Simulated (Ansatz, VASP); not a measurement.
**Two plane-wave programs on Pb**

Contents of INCAR:

```
ALGO = Normal
EDIFF = 1E-6
ENCUT = 520
ISIF = 2
ISMEAR = 0
LASPH = T
LCHARG = F
LREAL = F
LWAVE = F
NBANDS = 13
NELM = 100
PREC = Accurate
SIGMA = 0.15
```

File KPOINTS:

```
k-points
0
Gamma
  16 16 16
```

The input POSCAR:

```
Pb
1.0
    0.0000000000      2.2722160000      2.5685920000
    2.2722160000      0.0000000000      2.5685920000
    2.2722160000      2.2722160000      0.0000000000
Pb
1
Direct
    0.0000000000      0.0000000000      0.0000000000
```

Input for Ansatz:

```yaml
crystal:
  lattice:
    - [0.0, 2.272216, 2.568592]
    - [2.272216, 0.0, 2.568592]
    - [2.272216, 2.272216, 0.0]
  atoms:
    - { symbol: Pb, position: [0.0, 0.0, 0.0] }
basis:
  ecutwfc: 420
kpoints:
  mp_grid: { grid: [16, 16, 16] }
hamiltonian:
  xc: lda
scf:
  occupations: { method: gaussian, width: 0.15 }
output:
  forces: true
  stress: true
  eigenvalues: true
```

Change from the starting cell: strain -0.080 along x and y, +0.040 along z, atoms carried along.

Alike in both runs: task single point; functional LDA; k mesh 16 × 16 × 16; occupations gaussian, width 0.15 eV; no spin polarisation.

|  | VASP | Ansatz |
| --- | --- | --- |
| version | VASP 6.6.1 | Ansatz 0.2.0 |
| potentials or method | VASP PAW LDA potentials, release 64 (Pb_d), cutoff 520 eV | scalar-relativistic, plane waves, PAW |
| valence electrons in the cell | 14 | 14 |

Ansatz gave:

| Quantity | Value |
| --- | --- |
| gap on the k mesh at the Fermi level (eV) | none |
| pressure (GPa) | 6.2 |
| traceless stress, the component that is largest in VASP (GPa) | -2.02 |

Q: Estimate VASP's values.

A: gap on the k mesh at the Fermi level (eV): none; pressure (GPa): 6.3; traceless stress, the component that is largest in VASP (GPa): -2.02.

LDA's correlation is that of Perdew and Zunger in VASP and of Perdew and Wang (1992) in Ansatz. A gap of «none» marks a metal or a gap that the smearing closes.

Spin-orbit coupling is off throughout.
